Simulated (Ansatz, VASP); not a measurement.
One calculation of Bi2O, two programs

```
CELL_PARAMETERS angstrom
3.70000 0.00000 0.00000
-1.85000 3.20430 0.00000
0.00000 0.00000 6.19636
ATOMIC_POSITIONS crystal
Bi 0.33333 0.66667 0.23213
Bi 0.66667 0.33333 0.76787
O 0.00000 0.00000 0.00000
```

Change from the starting cell: species swapped into the MnBr2 type (P-3m1, No. 164).

Alike in both runs: task relaxation of cell and atoms; functional PBE; k mesh 6 × 6 × 4; occupations gaussian, width 0.1 eV; no spin polarisation.

|  | VASP | Ansatz |
| --- | --- | --- |
| version | VASP 6.6.1 | Ansatz 0.2.0 |
| potentials or method | VASP PAW PBE potentials, release 64 (Bi_d, O), cutoff 600 eV | scalar-relativistic, plane waves, PAW |
| valence electrons in the cell | 36 | 36 |

VASP gave:

| Item | Value |
| --- | --- |
| gap on the k mesh at the Fermi level, each at its own relaxed structure (eV) | none |
| relaxed volume (Å³/atom) | 22.32 |
| relaxed cell length with the largest relative difference (Å) | 6.243 |

**Question.** Which values does Ansatz return?

**Answer.** gap on the k mesh at the Fermi level, each at its own relaxed structure (eV): none; relaxed volume (Å³/atom): 22.38; relaxed cell length with the largest relative difference (Å): 6.207.

A gap of «none» marks a metal or a gap that the smearing closes.

Neither program's run includes spin-orbit coupling.
